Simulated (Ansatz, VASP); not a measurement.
## MgO: VASP beside Ansatz

```xyz
2
Lattice="0.0000 2.0593 2.0593 2.0593 0.0000 2.0593 2.0593 2.0593 0.0000" Properties=species:S:1:pos:R:3 pbc="T T T"
Mg    0.0000    0.0000    0.0000
O     2.0593    2.0593    2.0593
```

Alike in both runs: task single point; functional r2SCAN; k mesh 8 × 8 × 8; no spin polarisation.

|  | VASP | Ansatz |
| --- | --- | --- |
| version | VASP 6.6.1 | Ansatz 0.2.0 |
| potentials or method | VASP PAW PBE potentials, release 64 (Mg, O) | plane waves, PAW |
| plane-wave cutoff (eV) | 520 | 500 |
| occupations | gaussian, width 0.01 eV | fixed |
| valence electrons in the cell | 8 | 16 |

Ansatz gave:

```
gap on the k mesh at the Fermi level (eV) : 6.34
pressure (GPa)                            : 11.7
```

Which values does VASP return?

gap on the k mesh at the Fermi level (eV): 6.32; pressure (GPa): 10.6.

VASP's potentials were made for PBE, not for r2SCAN. VASP's potentials hold 8 valence electrons a cell and Ansatz's 16, so a difference there can come from the potentials and not from the codes.
